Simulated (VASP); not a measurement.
A run of VASP 6.6.1 is set up as follows.

Contents of INCAR:

```
PREC = Accurate
ENCUT = 520
EDIFF = 1E-6
ISMEAR = 0
SIGMA = 0.05
LREAL = F
LASPH = T
NELM = 80
ALGO = Normal
ISIF = 2
LWAVE = F
LCHARG = T
GGA = PS
LELF = T
LVHAR = T
NBANDS = 16
```

KPOINTS

```
regular mesh
0
Gamma
  12 12 12
```

POSCAR

```
AgCl
1.0
    3.3322228245      0.0598838041      0.0598838041
    0.0598838041      3.3322228245      0.0598838041
    0.0598838041      0.0598838041      3.3322228245
Ag Cl
1 1
Direct
    0.0000000000      0.0000000000      0.0000000000
    0.5000000000      0.5000000000      0.5000000000
```

Potentials or basis: VASP PAW PBE potentials, release 64 (Ag, Cl).

Launch:

```bash
$ cat potpaw_PBE.64/Ag/POTCAR potpaw_PBE.64/Cl/POTCAR > POTCAR
$ mpirun -np 1 vasp_std > vasp.out
```

Task: What does it give for the pressure?

Result: 0.0 GPa.

Task: Estimate the band gap on the k mesh.

Result: 0.35 eV, indirect (least direct gap 2.14 eV).

Stress tensor (GPa, compression positive):
```
-0.02  0.44  0.44
 0.44 -0.02  0.44
 0.44  0.44 -0.02
```

Caveat: the PAW data sets were made with another functional, which shifts forces and pressure a little. A k mesh can miss the band edges.
